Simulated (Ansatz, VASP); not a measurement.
# ScH3Br2: VASP beside Ansatz

```xyz
6
Lattice="3.4793 0.0000 0.0000 -1.7396 3.0132 0.0000 0.0000 0.0000 7.5883" Properties=species:S:1:pos:R:3 pbc="T T T"
Sc    0.0000    0.0000    0.0000
H     0.0000    2.0088    0.3266
H     1.7396    1.0044    7.2617
H     0.0000    0.0000    3.7942
Br    0.0000    2.0088    5.2285
Br    1.7396    1.0044    2.3598
```

Change from the starting cell: species swapped into the Sn2PbSe3 type (P-3m1, No. 164).

Alike in both runs: functional PBE; k mesh 12 × 12 × 6; occupations gaussian, width 0.1 eV; no spin polarisation.

Ansatz relaxed the structure, and its values are those at the end. VASP's run is a single point on that final structure, the one shown.

|  | VASP | Ansatz |
| --- | --- | --- |
| version | VASP 6.6.1 | Ansatz 0.2.0 |
| potentials or method | VASP PAW PBE potentials, release 64 (Sc_sv, H, Br), cutoff 520 eV | scalar-relativistic, plane waves, PAW |
| valence electrons in the cell | 28 | 28 |

VASP gave:

| Property | Result |
| --- | --- |
| gap on the k mesh at the Fermi level (eV) | none |
| pressure (GPa) | 0.0 |
| rms of the force components (eV/Å) | 0.004 |

**Question.** Estimate Ansatz's values.

**Answer.** gap on the k mesh at the Fermi level (eV): none; pressure (GPa): 0.0; rms of the force components (eV/Å): 0.001.

A gap of «none» marks a metal or a gap that the smearing closes. With one functional, cell and mesh, what is left measures potentials, basis and numerics.
